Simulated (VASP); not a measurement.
# TiO2 (P4_2/mnm) in VASP: single point with PBEsol

Aim: the single point of TiO2 with PBEsol.

Everything below comes from runs of VASP 6.6.1. Logs are shortened: lines on timing, memory, paths and dates and some standing lists are left out, and cuts for length are marked.

**What was measured.**

From “Shallow Valence Band of Rutile GeO2 and P-type Doping”, 2020, arxiv:2011.08928, for a bulk crystal of TiO2 at 1.6 K: band gap 3.03 eV (direct).

The runs below are set against these values where they give the same quantity.

**1. The cell of the first run**

It takes space group P4_2/mnm (No. 136, tetragonal). Conventional cell: a = 4.592 Å, b = 4.592 Å, c = 2.939 Å, α = 90.00°, β = 90.00°, γ = 90.00°. Within 2.6 Å of Ti (site symmetry mmm) lie 6 O at 1.94 to 1.98 Å. O (site symmetry m2m) has 3 Ti at 1.94 to 1.98 Å and 1 O at 2.54 Å within 2.6 Å.

**2. Single point, PBEsol**

Contents of INCAR:

```
SYSTEM = TiO2
PREC = Accurate ; ENCUT = 520
EDIFF = 1E-6 ; ISMEAR = 0
SIGMA = 0.02 ; LREAL = .FALSE.
LASPH = .TRUE. ; NELM = 80
ALGO = Normal ; ISIF = 2
LWAVE = .FALSE. ; LCHARG = .FALSE.
GGA = PS ; NBANDS = 33
```

Contents of KPOINTS:

```
Automatic mesh
0
G
  6 6 10
  0 0 0
```

Contents of POSCAR:

```
TiO2
1.0
    4.5915991500      0.0000000000      0.0000000000
    0.0000000000      4.5915991500      0.0000000000
    0.0000000000      0.0000000000      2.9390735211
Ti O
2 4
Direct
    0.0000000000      0.0000000000      0.0000000000
    0.5000000000      0.5000000000      0.5000000000
    0.3044221961      0.3044221961      0.0000000000
    0.1955778039      0.8044221961      0.5000000000
    0.6955778039      0.6955778039      0.0000000000
    0.8044221961      0.1955778039      0.5000000000
```

Potentials or basis: VASP PAW PBE potentials, release 64 (Ti_sv, O).

Run with:

```console
$ cat potpaw_PBE.64/Ti_sv/POTCAR potpaw_PBE.64/O/POTCAR > POTCAR
$ mpirun -np 1 vasp_std > vasp.out
```

OUTCAR:

```text
SYSTEM = TiO2
   PREC = Accurate
   ENCUT = 520
   EDIFF = 1E-6
   ISMEAR = 0
   LREAL = .FALSE.
   LASPH = .TRUE.
   NELM = 80
   ISIF = 2
   GGA = PS

 ion  position               nearest neighbor table
   1  0.000  0.000  0.000-   4 1.94   6 1.94   4 1.94   6 1.94   5 1.98   3 1.98
   2  0.500  0.500  0.500-   3 1.94   5 1.94   3 1.94   5 1.94   4 1.98   6 1.98
   3  0.304  0.304  0.000-   2 1.94   2 1.94   1 1.98
   4  0.196  0.804  0.500-   1 1.94   1 1.94   2 1.98
   5  0.696  0.696  0.000-   2 1.94   2 1.94   1 1.98
   6  0.804  0.196  0.500-   1 1.94   1 1.94   2 1.98

  LATTYP: Found a simple tetragonal cell.
 ALAT       =     4.5915991500
 C/A-ratio  =     0.6400980192

  Lattice vectors:

 A1 = (   4.5915991500,   0.0000000000,   0.0000000000)
 A2 = (   0.0000000000,   4.5915991500,   0.0000000000)
 A3 = (   0.0000000000,   0.0000000000,   2.9390735211)

Analysis of symmetry for initial positions (statically):
=====================================================================
 Subroutine PRICEL returns:
 Original cell was already a primitive cell.

 Routine SETGRP: Setting up the symmetry group for a
 simple tetragonal supercell.

 Subroutine GETGRP returns: Found 16 space group operations
 (whereof  8 operations were pure point group operations)
 out of a pool of 16 trial point group operations.

The static configuration has the point symmetry D_2h.
 The point group associated with its full space group is D_4h.

Analysis of symmetry for dynamics (positions and initial velocities):
=====================================================================
 Subroutine PRICEL returns:
 Original cell was already a primitive cell.

 Routine SETGRP: Setting up the symmetry group for a
 simple tetragonal supercell.

 Subroutine GETGRP returns: Found 16 space group operations
 (whereof  8 operations were pure point group operations)
 out of a pool of 16 trial point group operations.

The dynamic configuration has the point symmetry D_2h.
 The point group associated with its full space group is D_4h.

 Subroutine INISYM returns: Found 16 space group operations
 (whereof  8 operations are pure point group operations),
 and found     1 'primitive' translations

----------------------------------------------------------------------------------------
[... 101 lines left out ...]
   EDIFF  = 0.1E-05   stopping-criterion for ELM
   LREAL  =      F    real-space projection
   EDIFFG = 0.1E-04   stopping-criterion for IOM
   NSW    =      0    number of steps for IOM
   IBRION =     -1    ionic relax: 0-MD 1-quasi-New 2-CG
   NFREE  =      0    steps in history (QN), initial steepest desc. (CG)
   ISIF   =      2    stress and relaxation
   ISYM   =      2    0-nonsym 1-usesym 2-fastsym
   POTIM  = 0.5000    time-step for ionic-motion
   TEBEG  =    0.0;   TEEND  =   0.0 temperature during run
   PSTRESS=    0.0 pullay stress
   NELECT =      48.0000    total number of electrons
   NUPDOWN=      -1.0000    fix difference up-down
   EMIN   =  10.00;   EMAX   =-10.00  energy-range for DOS
   EFERMI =   0.00;   METHOD = LEGACY
   ISMEAR =     0;   SIGMA  =   0.02  broadening in eV -4-tet -1-fermi 0-gaus
   EFERMI_NEDOS =   21; number of points for ismear=-14 and -15
   IALGO  =     38    algorithm
   IMIX   =      4    mixing-type and parameters
     AMIX     =   0.40;   BMIX     =  1.00
     AMIX_MAG =   1.60;   BMIX_MAG =  1.00
  volume/ion in A,a.u.               =      10.33        69.69
  Fermi-wavevector in a.u.,A,eV,Ry     =   1.503520  2.841240 30.756941  2.260571
  Thomas-Fermi vector in A             =   2.614619
   LORBIT       =      0    0 simple, 1 ext, 2 COOP (PROOUT), +10 PAW based schemes
   GGA     = PS    functional components
   LHFCALC =     F    Hartree Fock is set to
   AEXX    =    0.0000 exact exchange contribution
   IVDW    =     0    specifies the selected vdW correction
   LEPSILON=     F    determine dielectric tensor
   LRPA    =     F    only Hartree local field effects (RPA)
 non-spin polarized calculation
 Gauss-broadening in eV      SIGMA  =   0.02
  energy-cutoff  :      520.00
  volume of cell :       61.96
 maximum number of plane-waves:      1696
 NGX is ok and might be reduce to    36
   NGX = 17   NGY = 17   NGZ = 11

 number of electron      48.0000020 magnetization

 Free energy of the ion-electron system (eV)
  ---------------------------------------------------
  ext. energy  EPLUGINS =         0.00000000
  ---------------------------------------------------
  free energy    TOTEN  =       -56.09839963 eV

  energy without entropy =      -56.09839963  energy(sigma->0) =      -56.09839963

 E-fermi :   5.0011     XC(G=0): -11.7417

 val. band max:        4.7995475705   @ k =   0.0000   0.0000   0.0000
 cond. band min:       6.6399300650   @ k =   0.0000   0.0000   0.0000
 fundamental gap:      1.8403824945
 Fermi energy:         5.0010711087

 k-point     1 :       0.0000    0.0000    0.0000
  band No.  band energies     occupation
      1     -51.8235      2.00000
      2     -51.8052      2.00000
      3     -28.2541      2.00000
      4     -28.2541      2.00000
      5     -28.0797      2.00000
      6     -28.0797      2.00000
[... 853 lines left out ...]
     32      10.2171      0.00000
     33      11.4072      0.00000

 [... further k-points ...]

------------------------ aborting loop because EDIFF is reached ----------------------------------------

  FORCE on cell =-STRESS in cart. coord.  units (eV):
  Direction    XX          YY          ZZ          XY          YZ          ZX
  --------------------------------------------------------------------------------------
  -------------------------------------------------------------------------------------
  Total        0.1910891      0.1910891      0.3076405      0.0000000      0.0000000      0.0000000
  in kB        4.9409228      4.9409228      7.9545516      0.0000000      0.0000000      0.0000000
  external PRESSURE =       5.9454658 kB  Pullay stress =       0.0000000 kB

 VOLUME and BASIS-vectors are now :
 -----------------------------------------------------------------------------
  energy-cutoff  :      520.00
  volume of cell :       61.96
      direct lattice vectors                 reciprocal lattice vectors
     4.591599150  0.000000000  0.000000000     0.217789046  0.000000000  0.000000000
     0.000000000  4.591599150  0.000000000     0.000000000  0.217789046  0.000000000
     0.000000000  0.000000000  2.939073521     0.000000000  0.000000000  0.340243275

 POSITION                                       TOTAL-FORCE (eV/Angst)
 -----------------------------------------------------------------------------------
      0.00000      0.00000      0.00000         0.000000      0.000000      0.000000
      2.29580      2.29580      1.46954         0.000000      0.000000      0.000000
      1.39778      1.39778      0.00000        -0.015386     -0.015386      0.000000
      0.89801      3.69358      1.46954         0.015386     -0.015386      0.000000
      3.19381      3.19381      0.00000         0.015386      0.015386     -0.000000
      3.69358      0.89801      1.46954        -0.015386      0.015386     -0.000000
 -----------------------------------------------------------------------------------
    total drift:                                0.000000      0.000000      0.000000

  FREE ENERGIE OF THE ION-ELECTRON SYSTEM (eV)
  ---------------------------------------------------
  free  energy   TOTEN  =       -56.0983996329 eV

  energy  without entropy=      -56.0983996329  energy(sigma->0) =      -56.09839963
```

OSZICAR:

```text
N       E                     dE             d eps       ncg     rms          rms(c)
DAV:   1     0.645118770699E+03    0.64512E+03   -0.24318E+04  3960   0.172E+03
DAV:   2     0.269885985744E+02   -0.61813E+03   -0.57319E+03  4230   0.511E+02
DAV:   3    -0.676037611468E+02   -0.94592E+02   -0.92468E+02  5560   0.188E+02
DAV:   4    -0.723783138385E+02   -0.47746E+01   -0.47626E+01  5640   0.404E+01
DAV:   5    -0.725724564803E+02   -0.19414E+00   -0.19411E+00  5388   0.674E+00    0.316E+01
DAV:   6    -0.564466441395E+02    0.16126E+02   -0.69558E+01  5234   0.875E+01    0.108E+01
DAV:   7    -0.563798205132E+02    0.66824E-01   -0.12435E+01  5027   0.312E+01    0.940E+00
DAV:   8    -0.561511266219E+02    0.22869E+00   -0.55386E-01  4993   0.720E+00    0.591E+00
DAV:   9    -0.561543173779E+02   -0.31908E-02   -0.67540E-01  5244   0.900E+00    0.230E+00
DAV:  10    -0.561114992119E+02    0.42818E-01   -0.29277E-01  5063   0.599E+00    0.104E+00
DAV:  11    -0.560983915418E+02    0.13108E-01   -0.40150E-02  5374   0.130E+00    0.200E-01
DAV:  12    -0.560986202008E+02   -0.22866E-03   -0.23598E-03  4540   0.440E-01    0.134E-01
DAV:  13    -0.560984334681E+02    0.18673E-03   -0.87147E-04  5327   0.349E-01    0.486E-02
DAV:  14    -0.560984007359E+02    0.32732E-04   -0.18255E-04  5214   0.995E-02    0.143E-02
DAV:  15    -0.560983992869E+02    0.14490E-05   -0.15963E-05  4556   0.448E-02    0.751E-03
DAV:  16    -0.560983996329E+02   -0.34600E-06   -0.10035E-06  3004   0.109E-02
   1 F= -.56098400E+02 E0= -.56098400E+02  d E =-.252650E-48
```

Wall time 3.2 min (1 thread of AMD EPYC 7R13, shared host); peak memory 0.21 GiB.

What came out:

* Free energy: -56.0984 eV
* Pressure: 0.6 GPa
* Largest force: 0.022 eV/Å
* Band gap on the k mesh: 1.84 eV

Forces in eV/Å, atoms in the order of the input:
```
Ti   0.000  0.000  0.000
Ti   0.000  0.000  0.000
O   -0.015 -0.015  0.000
O    0.015 -0.015  0.000
O    0.015  0.015  0.000
O   -0.015  0.015  0.000
```

Levels at points of the mesh, in eV from the valence-band top:
```tsv
k point	band 21	band 22	band 23	band 24	band 25	band 26	band 27	band 28
(0.00, 0.00, 0.00)	-0.68	-0.46	-0.46	0.00	1.84	2.12	2.42	2.51
(0.50, 0.00, 0.00)	-1.63	-1.63	-0.76	-0.76	2.52	2.52	3.05	3.05
(0.50, 0.50, 0.00)	-1.29	-1.29	-1.08	-1.08	1.88	1.88	2.54	2.54
(0.00, 0.00, 0.50)	-2.43	-2.43	-1.45	-1.45	2.99	2.99	3.24	3.24
(0.50, 0.00, 0.50)	-2.08	-2.08	-1.06	-1.06	1.88	1.88	3.26	3.26
(0.50, 0.50, 0.50)	-1.31	-1.31	-0.68	-0.68	2.60	2.60	3.21	3.21
```

Caveat: the PAW data sets were made with another functional, which shifts forces and pressure a little.

**3. Against experiment**

Step 2. A measured gap of TiO2 is 3.03 eV (direct; 1.6 K; quoted in “Shallow Valence Band of Rutile GeO2 and P-type Doping”, 2020, arxiv:2011.08928); the calculated 1.84 eV misses it by -1.19 eV. 2 values of this kind are on record in papers (3.03 to 3.05 eV); this one was drawn at random among those near their median. The value is that of PBEsol on a finite k mesh, which can miss the band edges, without temperature or zero-point motion. Semilocal functionals fall short of measured gaps as a rule.
